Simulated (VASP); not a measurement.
# Ge32H (a cell with a defect) in VASP: single point with PBE

Aim: the single point of Ge32H (a cell with a defect) with PBE.

Program: VASP 6.6.1. These are calculated values, not measurements. Logs are shortened: lines on timing, memory, paths and dates and some standing lists are left out, and cuts for length are marked.

**1. The cell of the first run**

The cell holds a defect, 33 atoms: a = 9.824 Å, b = 9.824 Å, c = 9.824 Å, α = 109.47°, β = 109.47°, γ = 109.47°.

**2. Single point, PBE, collinear spin**

The input, INCAR:

```
PREC = Accurate
ENCUT = 410
EDIFF = 1E-6
ISMEAR = -1
SIGMA = 0.01
LREAL = Auto
LASPH = T
NELM = 200
ALGO = Normal
ISIF = 2
LWAVE = F
LCHARG = F
ISPIN = 2
MAGMOM = 0.03 0.02 0.02 0.02 0.02 0.02 0.02 0.02 0.03 0.02 0.03 0.02 0.02 0.02 0.02 0.02 0.03 0.02 0.02 0.03 0.01 0.03 0.01 0.02 0.03 0.03 0.03 0.03 0.01 0.03 0 0.03 0
LORBIT = 11
NUPDOWN = 1.0
GGA = PE
NBANDS = 250
GGA_COMPAT = F
```

The input, KPOINTS:

```
Automatic mesh
0
Gamma
  1 1 1
```

The input, POSCAR:

```
Ge32H
1.0
   -5.6721686400      5.6721686400      5.6721686400
    5.6721686400     -5.6721686400      5.6721686400
    5.6721686400      5.6721686400     -5.6721686400
Ge H
32 1
Direct
   -0.0699214049     -0.0651187444     -0.0625717468
    0.0282277397      0.2530712839      0.7577439552
   -0.0248731145      0.5125006297      0.5153867393
    0.0272212464      0.7549320677      0.2554549401
    0.2677892877      0.0005117972      0.7625517284
    0.2460835685      0.2566715823      0.4823213437
    0.2459999144      0.4812455647      0.2578551684
    0.2680954317      0.7620403719      0.0025242550
    0.4840947395     -0.0046288292      0.4962908684
    0.5039996484      0.2450955866      0.2468770921
    0.4841548576      0.4938871140     -0.0030975807
    0.5356775676      0.7536301847      0.7558842609
    0.7685474951      0.0104747415      0.2705690887
    0.7682819000      0.2699559194      0.0110238260
    0.7510132844      0.4784361454      0.7602075632
    0.7499439403      0.7606187816      0.4793275152
    0.0059009176     -0.0094380128      0.7392038682
    0.0104833801      0.2730513845      0.5127165965
    0.0100279106      0.5100529768      0.2754707413
    0.0059732886      0.7368702811     -0.0066322076
    0.2463092317      0.0224284587      0.5149322394
    0.2205927009      0.2049559126      0.2058268317
    0.2469711479      0.5143079632      0.0240066029
    0.2675355929      0.7448301995      0.7463338572
    0.5133323222      0.0084789440      0.2621370404
    0.5126501316      0.2594400120      0.0096794548
    0.4996456699      0.4938020496      0.7540124900
    0.4986867774      0.7524168040      0.4961960193
    0.7415164758      0.0190295823      0.0196299700
    0.7623470447      0.2294012366      0.7462370689
    0.6659968594      0.5150085770      0.5151560515
    0.7617411918      0.7455041041      0.2298742479
    0.4919168800      0.5001724526      0.5014960204
```

Potentials or basis: VASP PAW PBE potentials, release 64 (Ge_d, H).

Run with:

```
> cat potpaw_PBE.64/Ge_d/POTCAR potpaw_PBE.64/H/POTCAR > POTCAR
> mpirun -np 1 vasp_gam > vasp.out
```

OUTCAR:

```text
PREC = Accurate
   ENCUT = 410
   EDIFF = 1E-6
   ISMEAR = -1
   LREAL = Auto
   LASPH = T
   NELM = 200
   ISIF = 2
   ISPIN = 2
   LORBIT = 11
   NUPDOWN = 1.0
   GGA = PE

 ion  position               nearest neighbor table
   1  0.930  0.935  0.937-  20 2.46  17 2.46  29 2.52  22 2.72
   2  0.028  0.253  0.758-  18 2.43  17 2.45  23 2.48  30 2.50
   3  0.975  0.513  0.515-  18 2.48  19 2.49  24 2.54
   4  0.027  0.755  0.255-  19 2.43  20 2.45  21 2.48  32 2.50
   5  0.268  0.001  0.763-  21 2.46  26 2.46  24 2.46  17 2.47
   6  0.246  0.257  0.482-  21 2.43  18 2.48  22 2.50  27 2.51
   7  0.246  0.481  0.258-  23 2.43  19 2.48  22 2.50  28 2.51
   8  0.268  0.762  0.003-  23 2.46  25 2.46  24 2.46  20 2.47
   9  0.484  0.995  0.496-  28 2.44  25 2.45  21 2.50  30 2.52
[... 21 lines left out ...]
  31  0.666  0.515  0.515-  33 1.62  15 2.46  16 2.46  10 2.50
  32  0.762  0.746  0.230-  16 2.45  13 2.47   4 2.50  11 2.52
  33  0.492  0.500  0.501-  31 1.62

  LATTYP: Found a body centered cubic cell.
 ALAT       =    11.3443372800

  Lattice vectors:

 A1 = (  -5.6721686400,   5.6721686400,   5.6721686400)
 A2 = (   5.6721686400,  -5.6721686400,   5.6721686400)
 A3 = (   5.6721686400,   5.6721686400,  -5.6721686400)

Analysis of symmetry for initial positions (statically):
=====================================================================
 Subroutine PRICEL returns:
 Original cell was already a primitive cell.

 Routine SETGRP: Setting up the symmetry group for a
 body centered cubic supercell.

 Subroutine GETGRP returns: Found  1 space group operations
 (whereof  1 operations were pure point group operations)
 out of a pool of 48 trial point group operations.

The static configuration has the point symmetry C_1 .

Analysis of symmetry for dynamics (positions and initial velocities):
=====================================================================
 Subroutine PRICEL returns:
 Original cell was already a primitive cell.

 Routine SETGRP: Setting up the symmetry group for a
 body centered cubic supercell.

 Subroutine GETGRP returns: Found  1 space group operations
 (whereof  1 operations were pure point group operations)
 out of a pool of 48 trial point group operations.

The dynamic configuration has the point symmetry C_1 .

Analysis of structural, dynamic, and magnetic symmetry:
=====================================================================
 Subroutine PRICEL returns:
 Original cell was already a primitive cell.

 Routine SETGRP: Setting up the symmetry group for a
 body centered cubic supercell.

 Subroutine GETGRP returns: Found  1 space group operations
 (whereof  1 operations were pure point group operations)
 out of a pool of 48 trial point group operations.

The overall configuration has the point symmetry C_1 .

 Subroutine INISYM returns: Found  1 space group operations
 (whereof  1 operations are pure point group operations),
 and found     1 'primitive' translations

----------------------------------------------------------------------------------------

                                     Primitive cell

  volume of cell :     729.9740

  direct lattice vectors                    reciprocal lattice vectors
    -5.672168640  5.672168640  5.672168640     0.000000000  0.088149706  0.088149706
     5.672168640 -5.672168640  5.672168640     0.088149706  0.000000000  0.088149706
     5.672168640  5.672168640 -5.672168640     0.088149706  0.088149706  0.000000000

  length of vectors
     9.824484274  9.824484274  9.824484274     0.124662510  0.124662510  0.124662510

  position of ions in fractional coordinates (direct lattice)
     0.930078595  0.934881256  0.937428253
     0.028227740  0.253071284  0.757743955
     0.975126886  0.512500630  0.515386739
     0.027221246  0.754932068  0.255454940
     0.267789288  0.000511797  0.762551728
     0.246083568  0.256671582  0.482321344
[... 25 lines left out ...]
     0.761741192  0.745504104  0.229874248
     0.491916880  0.500172453  0.501496020

  ion indices of the primitive-cell ions
   primitive index   ion index
                 1           1
                 2           2
                 3           3
                 4           4
                 5           5
                 6           6
[... 25 lines left out ...]
                32          32
                33          33

----------------------------------------------------------------------------------------

 KPOINTS: Automatic mesh

Automatic generation of k-mesh.
 Grid dimensions read from file:
 generate k-points for:    1    1    1

 Generating k-lattice:

  Cartesian coordinates                     Fractional coordinates (reciprocal lattice)
     0.000000000  0.088149706  0.088149706     1.000000000  0.000000000  0.000000000
     0.088149706  0.000000000  0.088149706     0.000000000  1.000000000  0.000000000
     0.088149706  0.088149706  0.000000000     0.000000000  0.000000000  1.000000000

  Length of vectors
     0.124662510  0.124662510  0.124662510

  Shift w.r.t. Gamma in fractional coordinates (k-lattice)
     0.000000000  0.000000000  0.000000000

 Subroutine IBZKPT returns following result:
 ===========================================

 Found      1 irreducible k-points:

 Following reciprocal coordinates:
            Coordinates               Weight
  0.000000  0.000000  0.000000      1.000000
   k-points           NKPTS =      1   k-points in BZ     NKDIM =      1   number of bands    NBANDS=    250
   number of dos      NEDOS =    301   number of ions     NIONS =     33
   total plane-waves  NPLWV = 343000
   dimension x,y,z NGX =    70 NGY =   70 NGZ =   70
   dimension x,y,z NGXF=   140 NGYF=  140 NGZF=  140
   ions per type =              32   1
   NGX,Y,Z   is equivalent  to a cutoff of  11.85, 11.85, 11.85 a.u.
   NGXF,Y,Z  is equivalent  to a cutoff of  23.69, 23.69, 23.69 a.u.
 SYSTEM =  unknown system
   PREC   = accura    normal or accurate (medium, high low for compatibility)
   ISTART =      0    job   : 0-new  1-cont  2-samecut
   ICHARG =      2    charge: 1-file 2-atom 10-const
   ISPIN  =      2    spin polarized calculation?
   LNONCOLLINEAR =      F non collinear calculations
   LSORBIT =      F    spin-orbit coupling
   LASPH  =      T    aspherical Exc in radial PAW
   ENCUT  =  410.0 eV  30.13 Ry    5.49 a.u.  16.22 16.22 16.22*2*pi/ulx,y,z
   NELM   =    200;   NELMIN=  2; NELMDL= -5     # of ELM steps
   EDIFF  = 0.1E-05   stopping-criterion for ELM
   LREAL  =      T    real-space projection
   EDIFFG = 0.1E-04   stopping-criterion for IOM
   NSW    =      0    number of steps for IOM
   IBRION =     -1    ionic relax: 0-MD 1-quasi-New 2-CG
   NFREE  =      0    steps in history (QN), initial steepest desc. (CG)
   ISIF   =      2    stress and relaxation
   ISYM   =      2    0-nonsym 1-usesym 2-fastsym
   POTIM  = 0.5000    time-step for ionic-motion
   TEBEG  =    0.0;   TEEND  =   0.0 temperature during run
   PSTRESS=    0.0 pullay stress
   NELECT =     449.0000    total number of electrons
   NUPDOWN=       1.0000    fix difference up-down
   EMIN   =  10.00;   EMAX   =-10.00  energy-range for DOS
   EFERMI =   0.00;   METHOD = LEGACY
   ISMEAR =    -1;   SIGMA  =   0.01  broadening in eV -4-tet -1-fermi 0-gaus
   EFERMI_NEDOS =   21; number of points for ismear=-14 and -15
   IALGO  =     38    algorithm
   IMIX   =      4    mixing-type and parameters
     AMIX     =   0.40;   BMIX     =  1.00
     AMIX_MAG =   1.60;   BMIX_MAG =  1.00
  volume/ion in A,a.u.               =      22.12       149.28
  Fermi-wavevector in a.u.,A,eV,Ry     =   1.392263  2.630995 26.373466  1.938395
  Thomas-Fermi vector in A             =   2.516022
   LORBIT       =     11    0 simple, 1 ext, 2 COOP (PROOUT), +10 PAW based schemes
   GGA     = PE    functional components
   LHFCALC =     F    Hartree Fock is set to
   AEXX    =    0.0000 exact exchange contribution
   IVDW    =     0    specifies the selected vdW correction
   LEPSILON=     F    determine dielectric tensor
   LRPA    =     F    only Hartree local field effects (RPA)
 spin polarized calculation
  energy-cutoff  :      410.00
  volume of cell :      729.97
 maximum number of plane-waves:      6906
 NGX is ok and might be reduce to    70
   NGX = 33   NGY = 33   NGZ = 33

 number of electron     448.9999964 magnetization       0.9999943

 Free energy of the ion-electron system (eV)
  ---------------------------------------------------
  ext. energy  EPLUGINS =         0.00000000
  ---------------------------------------------------
  free energy    TOTEN  =      -140.55108196 eV

  energy without entropy =     -140.55108195  energy(sigma->0) =     -140.55108195

 E-fermi :   4.8589     XC(G=0):  -9.9512

 val. band max:        4.9570220087   @ k =   0.0000   0.0000   0.0000
 cond. band min:       5.0398620624   @ k =   0.0000   0.0000   0.0000
 fundamental gap:      0.0828400536
 Fermi energy:         5.1553971718

 spin component 1

 k-point     1 :       0.0000    0.0000    0.0000
  band No.  band energies     occupation
      1     -19.9886      1.00000
      2     -19.9867      1.00000
      3     -19.9727      1.00000
      4     -19.9717      1.00000
      5     -19.9556      1.00000
      6     -19.9553      1.00000
[... 228 lines left out ...]
    235       6.6860      0.00000
    236       6.7318      0.00000
 Fermi energy:         4.8589229174

 spin component 2

 k-point     1 :       0.0000    0.0000    0.0000
  band No.  band energies     occupation
      1     -19.9808      1.00000
      2     -19.9789      1.00000
      3     -19.9636      1.00000
      4     -19.9625      1.00000
      5     -19.9484      1.00000
      6     -19.9480      1.00000
[... 228 lines left out ...]
    235       6.7115      0.00000
    236       6.7614      0.00000
 [bands above 236 left out]

------------------------ aborting loop because EDIFF is reached ----------------------------------------

  FORCE on cell =-STRESS in cart. coord.  units (eV):
  Direction    XX          YY          ZZ          XY          YZ          ZX
  --------------------------------------------------------------------------------------
  -------------------------------------------------------------------------------------
  Total       15.7569182     13.5965602     13.5252728     -0.7784010     -7.3587291     -0.4372972
  in kB       34.5839399     29.8422963     29.6858316     -1.7084668    -16.1512449     -0.9597980
  external PRESSURE =      31.3706893 kB  Pullay stress =       0.0000000 kB

 VOLUME and BASIS-vectors are now :
 -----------------------------------------------------------------------------
  energy-cutoff  :      410.00
  volume of cell :      729.97
      direct lattice vectors                 reciprocal lattice vectors
    -5.672168640  5.672168640  5.672168640     0.000000000  0.088149706  0.088149706
     5.672168640 -5.672168640  5.672168640     0.088149706  0.000000000  0.088149706
     5.672168640  5.672168640 -5.672168640     0.088149706  0.088149706  0.000000000

 POSITION                                       TOTAL-FORCE (eV/Angst)
 -----------------------------------------------------------------------------------
      5.34449      5.29001      5.26112         0.000608      0.001490      0.004521
      5.57340      3.02270     -2.70248        -0.001560     -0.003290     -0.000787
      0.29927      5.54745      5.51471         0.002231      0.000806      0.002160
      5.57668     -2.67871      2.98752         0.000830     -0.001966     -0.001177
      2.80928      5.84137     -2.80347        -0.001198     -0.001152      0.000210
      2.79586      2.67575      0.11590        -0.004301      0.001819     -0.003132
[... 25 lines left out ...]
      1.21179      1.39598      7.24546         0.004708      0.004736     -0.001665
      2.89140      2.79774      2.78273        -0.013274      0.009061      0.010431
 -----------------------------------------------------------------------------------
    total drift:                                0.003452      0.000091     -0.000181

  FREE ENERGIE OF THE ION-ELECTRON SYSTEM (eV)
  ---------------------------------------------------
  free  energy   TOTEN  =      -140.5510819563 eV

  energy  without entropy=     -140.5510819500  energy(sigma->0) =     -140.55108195

 total charge

# of ion       s       p       d       tot
------------------------------------------
    1        1.164   1.180  10.009  12.353
    2        1.132   1.244  10.021  12.398
    3        1.214   1.094  10.003  12.310
    4        1.132   1.245  10.021  12.398
    5        1.132   1.242  10.023  12.397
    6        1.138   1.214  10.024  12.376
[... 25 lines left out ...]
   32        1.137   1.237  10.015  12.388
   33        0.523   0.015   0.000   0.538
--------------------------------------------------
tot         36.984  39.286 320.709 396.979

 magnetization (x)

# of ion       s       p       d       tot
------------------------------------------
    1        0.019   0.009   0.001   0.030
    2        0.014   0.012   0.001   0.026
    3        0.015   0.003   0.000   0.018
    4        0.014   0.011   0.001   0.026
    5        0.016   0.009   0.001   0.025
    6        0.018   0.004   0.001   0.023
[... 25 lines left out ...]
   32        0.018   0.010   0.001   0.029
   33        0.001   0.000   0.000   0.002
--------------------------------------------------
tot          0.590   0.201   0.023   0.815
```

It took 13 min on 1 thread of AMD EPYC 7R43 (Zen 3), shared host; peak memory 0.89 GiB.

Results:

```yaml
Free_energy: -140.5511 eV
Pressure: 3.1 GPa
Largest_force: 0.019 eV/Å
Net_moment: 1.00 μB per cell
Site_moments: Ge +0.03, +0.02, +0.01, +0.04 (each value once); H +0.00 μB
Valence_electrons_inside_the_program's_atomic_spheres: Ge 12.35, 12.40, 12.31, 12.38, 12.37, 12.41, 12.39, 12.36, 12.42, 12.43 (each value once); H 0.54
```

Forces on the atoms (eV/Å):
```
Ge   0.001  0.001  0.005
Ge  -0.002 -0.003 -0.001
Ge   0.002  0.001  0.002
Ge   0.001 -0.002 -0.001
Ge  -0.001 -0.001  0.000
Ge  -0.004  0.002 -0.003
Ge   0.000 -0.003  0.003
Ge   0.000  0.001 -0.003
Ge   0.000  0.002  0.002
Ge  -0.007 -0.002  0.000
Ge   0.000 -0.001  0.004
Ge   0.000  0.005  0.003
Ge   0.000 -0.004  0.001
Ge  -0.001  0.004 -0.004
Ge  -0.001  0.001  0.001
Ge  -0.003  0.003  0.001
Ge   0.000  0.000 -0.004
Ge  -0.002  0.002 -0.002
Ge  -0.001 -0.003  0.002
Ge  -0.003 -0.002  0.002
Ge  -0.001  0.000 -0.002
Ge   0.010  0.004  0.002
Ge  -0.003 -0.001 -0.001
Ge   0.003  0.001  0.000
Ge   0.002  0.000 -0.001
Ge   0.001  0.000 -0.001
Ge   0.003  0.001 -0.001
Ge   0.001 -0.003  0.001
Ge   0.002 -0.004 -0.002
Ge   0.005  0.001  0.003
Ge   0.008 -0.012 -0.013
Ge   0.005  0.005 -0.002
H   -0.013  0.009  0.010
```

Stress tensor (GPa, compression positive):
```
 3.46 -0.17 -0.10
-0.17  2.98 -1.62
-0.10 -1.62  2.97
```

Caveat: the k points lie up to 0.78 Å⁻¹ apart; the total moment is fixed, so each spin has its own Fermi level and the state may be an excited one.
